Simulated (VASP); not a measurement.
Write the native input for VASP 6.6.1 that does the following.

```yaml
Task: single point
Functional: LDA
Potentials_or_basis: VASP PAW LDA potentials, release 64 (Na_pv, I)
Cutoff: 520 eV
k_mesh: 8 × 8 × 8
Occupations: gaussian, width 0.01 eV
Spin: no spin polarisation
Dipole_correction: no
Further_INCAR_settings: ALGO = Normal; EDIFF = 1e-06; NBANDS = 14
```

The structure of NaI lies in POSCAR:

```
NaI
1.0
    0.0000000000      3.2296783870      3.2296783870
    3.2296783870      0.0000000000      3.2296783870
    3.2296783870      3.2296783870      0.0000000000
Na I
1 1
Direct
    0.0000000000      0.0000000000      0.0000000000
    0.5000000000      0.5000000000      0.5000000000
```

One way to write it, as run:

INCAR

```
SYSTEM = NaI
PREC = Accurate ; ENCUT = 520
EDIFF = 1E-6 ; ISMEAR = 0
SIGMA = 0.01 ; LREAL = .False.
LASPH = .True. ; NELM = 100
ALGO = Normal ; ISIF = 2
LWAVE = .False. ; LCHARG = .True.
LELF = .True. ; LVHAR = .True.
NBANDS = 14
```

KPOINTS

```
regular mesh
0
Gamma
  8 8 8
  0 0 0
```

Potentials or basis: VASP PAW LDA potentials, release 64 (Na_pv, I).

Launch:

```bash
$ cat potpaw_LDA.64/Na_pv/POTCAR potpaw_LDA.64/I/POTCAR > POTCAR
$ mpirun -np 1 vasp_std > vasp.out
```

It gave:

```yaml
Pressure: -1.5 GPa
Band_gap_on_the_k_mesh: 3.36 eV, direct
```

Caveat: spin-orbit coupling is left out, which moves the levels of the heavy elements.

It took 43 s on 1 thread of Intel Xeon 8259CL, on a shared host, peak memory 0.18 GiB.
